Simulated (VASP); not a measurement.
# BN (P6_3mc) in VASP: further runs

Runs on BN. Level: r2SCAN. Tasks: dielectric tensor.

All numbers are computed with VASP 6.6.1; they aren't measurements. Logs are shortened: lines on timing, memory, paths and dates and some standing lists are left out, and cuts for length are marked.

### Step 1. The cell of the first run

Symmetry: P6_3mc, No. 186, hexagonal system. The conventional cell has a = 2.569 Å, b = 2.569 Å, c = 4.250 Å, α = 90.00°, β = 90.00°, γ = 120.00°. Within 2.1 Å of B (site symmetry 3m) lie 4 N at 1.58 to 1.59 Å. N (site symmetry 3m) has 4 B at 1.58 to 1.59 Å within 2.1 Å.

### Step 2. Dielectric tensor, r2SCAN (strain +1.0%)

The input, INCAR:

```
SYSTEM = BN
PREC = Accurate ; ENCUT = 520
EDIFF = 1E-8 ; ISMEAR = 0
SIGMA = 0.01 ; LREAL = .False.
LASPH = .True. ; NELM = 100
ALGO = Normal ; ISIF = 2
LWAVE = .False. ; LCHARG = .False.
METAGGA = R2SCAN ; LMIXTAU = .True.
LCALCEPS = .True.
```

The input, KPOINTS:

```
Automatic mesh
0
Gamma
  9 9 6
  0 0 0
```

The input, POSCAR:

```
BN
1.0
    2.5693894996      0.0000000000      0.0000000000
   -1.2846947498      2.2251565788      0.0000000000
    0.0000000000      0.0000000000      4.2498934949
B N
2 2
Direct
    0.3333333333      0.6666666667      0.0000783236
    0.6666666667      0.3333333333      0.5000783236
    0.3333333333      0.6666666667      0.3749216764
    0.6666666667      0.3333333333      0.8749216764
```

Potentials or basis: VASP PAW PBE potentials, release 64 (B, N).

Launch:

```console
$ cat potpaw_PBE.64/B/POTCAR potpaw_PBE.64/N/POTCAR > POTCAR
$ mpirun -np 1 vasp_std > vasp.out
```

OUTCAR:

```text
SYSTEM = BN
   PREC = Accurate
   ENCUT = 520
   EDIFF = 1E-8
   ISMEAR = 0
   LREAL = .False.
   LASPH = .True.
   NELM = 100
   ISIF = 2
   METAGGA = R2SCAN

 ion  position               nearest neighbor table
   1  0.333  0.667  0.000-   4 1.58   4 1.58   4 1.58   3 1.59
   2  0.667  0.333  0.500-   3 1.58   3 1.58   3 1.58   4 1.59
   3  0.333  0.667  0.375-   2 1.58   2 1.58   2 1.58   1 1.59
   4  0.667  0.333  0.875-   1 1.58   1 1.58   1 1.58   2 1.59

  LATTYP: Found a hexagonal cell.
 ALAT       =     2.5693894996
 C/A-ratio  =     1.6540479735

  Lattice vectors:

 A1 = (   2.5693894996,   0.0000000000,   0.0000000000)
 A2 = (  -1.2846947498,   2.2251565788,   0.0000000000)
 A3 = (   0.0000000000,   0.0000000000,   4.2498934949)

Analysis of symmetry for initial positions (statically):
=====================================================================
 Subroutine PRICEL returns:
 Original cell was already a primitive cell.

 Routine SETGRP: Setting up the symmetry group for a
 hexagonal supercell.

 Subroutine GETGRP returns: Found 12 space group operations
 (whereof  6 operations were pure point group operations)
 out of a pool of 24 trial point group operations.

The static configuration has the point symmetry C_3v.
 The point group associated with its full space group is C_6v.

Analysis of symmetry for dynamics (positions and initial velocities):
=====================================================================
 Subroutine PRICEL returns:
 Original cell was already a primitive cell.

 Routine SETGRP: Setting up the symmetry group for a
 hexagonal supercell.

 Subroutine GETGRP returns: Found 12 space group operations
 (whereof  6 operations were pure point group operations)
 out of a pool of 24 trial point group operations.

The dynamic configuration has the point symmetry C_3v.
 The point group associated with its full space group is C_6v.

 Subroutine INISYM returns: Found 12 space group operations
 (whereof  6 operations are pure point group operations),
 and found     1 'primitive' translations

----------------------------------------------------------------------------------------

                                     Primitive cell

  volume of cell :      24.2979

  direct lattice vectors                    reciprocal lattice vectors
     2.569389500  0.000000000  0.000000000     0.389197512  0.224703288  0.000000000
    -1.284694750  2.225156579  0.000000000     0.000000000  0.449406576  0.000000000
     0.000000000  0.000000000  4.249893495     0.000000000  0.000000000  0.235300014

  length of vectors
     2.569389500  2.569389500  4.249893495     0.449406576  0.449406576  0.235300014

  position of ions in fractional coordinates (direct lattice)
     0.333333333  0.666666667  0.000078324
     0.666666667  0.333333333  0.500078324
     0.333333333  0.666666667  0.374921676
     0.666666667  0.333333333  0.874921676

  ion indices of the primitive-cell ions
   primitive index   ion index
                 1           1
                 2           2
                 3           3
                 4           4

----------------------------------------------------------------------------------------

 KPOINTS: Automatic mesh

Automatic generation of k-mesh.
 Grid dimensions read from file:
 generate k-points for:    9    9    6

 Generating k-lattice:

  Cartesian coordinates                     Fractional coordinates (reciprocal lattice)
     0.043244168  0.024967032  0.000000000     0.111111111 -0.000000000  0.000000000
     0.000000000  0.049934064  0.000000000     0.000000000  0.111111111  0.000000000
     0.000000000  0.000000000  0.039216669     0.000000000  0.000000000  0.166666667

  Length of vectors
     0.049934064  0.049934064  0.039216669
[... 54 lines left out ...]
   EDIFF  = 0.1E-07   stopping-criterion for ELM
   LREAL  =      F    real-space projection
   EDIFFG = 0.1E-06   stopping-criterion for IOM
   NSW    =      0    number of steps for IOM
   IBRION =     -1    ionic relax: 0-MD 1-quasi-New 2-CG
   NFREE  =      0    steps in history (QN), initial steepest desc. (CG)
   ISIF   =      2    stress and relaxation
   ISYM   =      2    0-nonsym 1-usesym 2-fastsym
   POTIM  = 0.5000    time-step for ionic-motion
   TEBEG  =    0.0;   TEEND  =   0.0 temperature during run
   PSTRESS=    0.0 pullay stress
   NELECT =      16.0000    total number of electrons
   NUPDOWN=      -1.0000    fix difference up-down
   EMIN   =  10.00;   EMAX   =-10.00  energy-range for DOS
   EFERMI =   0.00;   METHOD = LEGACY
   ISMEAR =     0;   SIGMA  =   0.01  broadening in eV -4-tet -1-fermi 0-gaus
   EFERMI_NEDOS =   21; number of points for ismear=-14 and -15
   IALGO  =     38    algorithm
   IMIX   =      4    mixing-type and parameters
     AMIX     =   0.40;   BMIX     =  1.00
     AMIX_MAG =   1.60;   BMIX_MAG =  1.00
  volume/ion in A,a.u.               =       6.07        40.99
  Fermi-wavevector in a.u.,A,eV,Ry     =   1.424269  2.691478 27.599985  2.028542
  Thomas-Fermi vector in A             =   2.544778
   LORBIT       =      0    0 simple, 1 ext, 2 COOP (PROOUT), +10 PAW based schemes
   METAGGA = R2SCAN    functional components
   LHFCALC =     F    Hartree Fock is set to
   AEXX    =    0.0000 exact exchange contribution
   IVDW    =     0    specifies the selected vdW correction
   LEPSILON=     F    determine dielectric tensor
   LRPA    =     F    only Hartree local field effects (RPA)
   LRPA       =     F
 non-spin polarized calculation
 Gauss-broadening in eV      SIGMA  =   0.01
  energy-cutoff  :      520.00
  volume of cell :       24.30
 maximum number of plane-waves:       664
 NGX is ok and might be reduce to    20
   NGX =  9   NGY =  9   NGZ = 15

 Total electronic dipole moment: p[elc]=(    -0.00000    -0.00000    -0.03011 ) |e| Angst

 Total electronic dipole moment: p[elc]=(     0.00000    -0.00000    -0.03011 ) |e| Angst

 number of electron      16.0000000 magnetization

 Free energy of the ion-electron system (eV)
  ---------------------------------------------------
  ext. energy  EPLUGINS =         0.00000000
  ---------------------------------------------------
  free energy    TOTEN  =       -38.24704580 eV

  energy without entropy =      -38.24704580  energy(sigma->0) =      -38.24704580

 E-fermi :   7.1056     XC(G=0): -13.4879

 val. band max:        7.0514656986   @ k =   0.0000   0.0000   0.0000
 cond. band min:   10000.0000000000   @ k =   0.0000   0.0000   0.0000
 fundamental gap:   9992.9485343014
 Fermi energy:         7.1056307263

 k-point     1 :       0.0000    0.0000    0.0000
  band No.  band energies     occupation
      1     -14.0861      2.00000
      2      -9.9870      2.00000
      3      -3.9838      2.00000
      4       4.9097      2.00000
      5       4.9097      2.00000
      6       6.8077      2.00000
      7       7.0515      2.00000
      8       7.0515      2.00000
      9   10000.0000      0.00000
     10   10000.0000      0.00000
     11   10000.0000      0.00000
     12   10000.0000      0.00000
[... 331 lines left out ...]
 k-point    24 :       0.3333    0.3333    0.1667
  band No.  band energies     occupation
      1      -8.8062      2.00000
      2      -8.8062      2.00000
      3      -2.0179      2.00000
      4      -0.9643      2.00000
      5      -0.9643      2.00000
      6       1.1918      2.00000
      7       2.3617      2.00000
      8       2.3617      2.00000
      9   10000.0000      0.00000
     10   10000.0000      0.00000
     11   10000.0000      0.00000
     12   10000.0000      0.00000

 [... further k-points ...]

------------------------ aborting loop because EDIFF is reached ----------------------------------------

            Ionic dipole moment: p[ion]=(     0.00000     0.00000    -1.06380 ) |e| Angst

 Total electronic dipole moment: p[elc]=(     0.00000     0.00000    -0.02522 ) |e| Angst

 MACROSCOPIC STATIC DIELECTRIC TENSOR (including local field effects)
 ------------------------------------------------------
           4.472990     0.000000    -0.000000
          -0.000000     4.472990     0.000000
           0.000000     0.000000     4.642418
 ------------------------------------------------------

 PIEZOELECTRIC TENSOR (including local field effects) (e Angst)
          XX          YY          ZZ          XY          YZ          ZX
  --------------------------------------------------------------------------------
  x     0.00000     0.00000     0.00000     0.00000     0.00000     0.96167
  y    -0.00000    -0.00000     0.00000    -0.00000     0.96167     0.00000
  z     0.82948     0.82948    -1.70934     0.00000     0.00000     0.00000

 PIEZOELECTRIC TENSOR (including local field effects) (C/m^2)
          XX          YY          ZZ          XY          YZ          ZX
  --------------------------------------------------------------------------------
  x     0.00000     0.00000     0.00000     0.00000     0.00000     0.63411
  y    -0.00000    -0.00000     0.00000    -0.00000     0.63411     0.00000
  z     0.54695     0.54695    -1.12712     0.00000     0.00000     0.00000

 BORN EFFECTIVE CHARGES (including local field effects) (in |e|, cummulative output)
 ---------------------------------------------------------------------------------
 ion    1
    1     1.95748     0.00000     0.00000
    2     0.00000     1.95748     0.00000
    3    -0.00000     0.00000     2.06105
 ion    2
    1     1.95748     0.00000     0.00000
    2     0.00000     1.95748    -0.00000
    3    -0.00000     0.00000     2.06105
 ion    3
    1    -1.95748     0.00000     0.00000
    2     0.00000    -1.95748     0.00000
    3     0.00000     0.00000    -2.06105
 ion    4
    1    -1.95748    -0.00000     0.00000
    2     0.00000    -1.95748     0.00000
    3     0.00000    -0.00000    -2.06105

  FORCE on cell =-STRESS in cart. coord.  units (eV):
  Direction    XX          YY          ZZ          XY          YZ          ZX
  --------------------------------------------------------------------------------------
  -------------------------------------------------------------------------------------
  Total       -1.5207569     -1.5207569     -1.5382160      0.0000000      0.0000000      0.0000000
  in kB     -100.2771121   -100.2771121   -101.4283441      0.0000000      0.0000000      0.0000000
  external PRESSURE =    -100.6608561 kB  Pullay stress =       0.0000000 kB

 VOLUME and BASIS-vectors are now :
 -----------------------------------------------------------------------------
  energy-cutoff  :      520.00
  volume of cell :       24.30
      direct lattice vectors                 reciprocal lattice vectors
     2.569389500  0.000000000  0.000000000     0.389197512  0.224703288  0.000000000
    -1.284694750  2.225156579  0.000000000     0.000000000  0.449406576  0.000000000
     0.000000000  0.000000000  4.249893495     0.000000000  0.000000000  0.235300014

 POSITION                                       TOTAL-FORCE (eV/Angst)
 -----------------------------------------------------------------------------------
     -0.00000      1.48344      0.00033        -0.000000      0.000000      0.002926
      1.28469      0.74172      2.12528         0.000000     -0.000000      0.002926
     -0.00000      1.48344      1.59338         0.000000     -0.000000     -0.002926
      1.28469      0.74172      3.71832         0.000000      0.000000     -0.002926
 -----------------------------------------------------------------------------------
    total drift:                               -0.000000      0.000000     -0.002284

  FREE ENERGIE OF THE ION-ELECTRON SYSTEM (eV)
  ---------------------------------------------------
  free  energy   TOTEN  =       -38.2470458006 eV

  energy  without entropy=      -38.2470458006  energy(sigma->0) =      -38.24704580
```

Wall time 15 min (1 thread of Intel Xeon 6975P-C (Granite Rapids), shared host); peak memory 0.38 GiB.

Results:

- Band gap on the k mesh: 5.77 eV, indirect (least direct gap 8.82 eV)
- Electronic dielectric tensor (diagonal): 4.47, 4.47, 4.64
- Born charges (mean of the diagonal): B +1.99; N -1.99 e

Levels at points of the mesh, in eV from the valence-band top:
| k point | band 5 | band 6 | band 7 | band 8 | band 9 | band 10 | band 11 | band 12 |
| --- | --- | --- | --- | --- | --- | --- | --- | --- |
| (0.00, 0.00, 0.00) | -2.14 | -0.24 | 0.00 | 0.00 | 8.96 | 8.96 | 9.12 | 9.84 |
| (0.00, 0.00, 0.50) | -1.18 | -1.18 | -1.18 | -1.18 | 9.96 | 9.96 | 10.53 | 10.53 |

Electronic dielectric tensor:
```
4.47 0.00 0.00
0.00 4.47 0.00
0.00 0.00 4.64
```

Born effective charge tensors (e):
atom 1, B
```
1.96 0.00 0.00
0.00 1.96 0.00
0.00 0.00 2.06
```
atom 2, B
```
1.96 0.00 0.00
0.00 1.96 0.00
0.00 0.00 2.06
```
atom 3, N
```
-1.96  0.00  0.00
 0.00 -1.96  0.00
 0.00  0.00 -2.06
```
atom 4, N
```
-1.96  0.00  0.00
 0.00 -1.96  0.00
 0.00  0.00 -2.06
```

Dipole moments of the cell (e·Å, modulo the quantum): ionic 0.000, 0.000, -1.064; electronic 0.000, 0.000, -0.025

Caveat: the cell differs from its parent crystal (strain +1.0%); the PAW data sets were made with another functional, which shifts forces and pressure a little.

(Continued in part 2 of 2.)
